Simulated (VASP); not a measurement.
Runs of VASP 6.6.1 on MgO. The structure is cubic, space group Fm-3m (No. 225). The conventional cell has a = 4.275 Å, b = 4.275 Å, c = 4.275 Å, α = 90.00°, β = 90.00°, γ = 90.00°. Mg (site symmetry m-3m) has 6 O at 2.14 Å within 2.8 Å. O (site symmetry m-3m) has 6 Mg at 2.14 Å within 2.8 Å. 

| potentials or basis | k mesh | cutoff (eV) | smearing | second run | gap on the mesh (eV) | pressure (GPa) |
| --- | --- | --- | --- | --- | --- | --- |
| VASP PAW PBE potentials, release 64 (Mg, O) | 9 × 9 × 9 | 660 | gaussian 0.01 eV | - | 5.17 | -8.9 |
| VASP PAW PBE potentials, release 64 (Mg_sv, O) | 9 × 9 × 9 | 660 | fermi-dirac 0.02 eV | valence_matched | 5.22 | -7.7 |
| VASP PAW PBE potentials, release 64 (Mg, O) | 9 × 9 × 9 | 520 | fermi-dirac 0.02 eV | - | 5.17 | (a) |
| VASP PAW PBE potentials, release 64 (Mg, O) | 5 × 5 × 5 | 660 | fermi-dirac 0.02 eV | - | 5.17 | -8.9 |

Alike in all rows: task single point; level r2SCAN; no spin polarisation; cell as given.

Estimate the missing entries.

(a) -8.6.

Caveats: some runs use coarse meshes; the PAW data sets were made with another functional, which shifts forces and pressure a little.

The runs don't all hold the same shells in valence.
